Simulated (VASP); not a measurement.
Input of a VASP 6.6.1 run:

File INCAR:

```
PREC = Accurate
ENCUT = 520
EDIFF = 1E-7
ISMEAR = 0
SIGMA = 0.05
LREAL = F
LASPH = T
NELM = 100
ALGO = Normal
ISIF = 2
LWAVE = F
LCHARG = F
GGA = PS
NBANDS = 26
```

The input KPOINTS:

```
Automatic mesh
0
Gamma
  8 8 6
```

File POSCAR:

```
GaN
1.0
    0.0000000000     -2.2490913701     -2.2490913701
    0.0000000000      2.2490913701     -2.2490913701
    4.4981827401      0.0000000000      0.0000000000
Ga N
2 2
Direct
    0.4992186320      0.4992186320      0.5000000000
    0.0007813680      0.0007813680      0.0000000000
    0.0064470480      0.4935529520      0.2500000000
    0.4935529520      0.0064470480      0.7500000000
```

Potentials or basis: VASP PAW PBE potentials, release 64 (Ga_d, N).

The run is started by

```console
$ cat potpaw_PBE.64/Ga_d/POTCAR potpaw_PBE.64/N/POTCAR > POTCAR
$ mpirun -np 1 vasp_std > vasp.out
```

(1) Estimate the band gap on the k mesh.

(2) What does it give for the largest force?

(3) Predict the pressure.

## Answers

(1) 1.72 eV.

(2) 0.530 eV/Å.

(3) -0.1 GPa.

Caveat: the PAW data sets were made with another functional, which shifts forces and pressure a little.
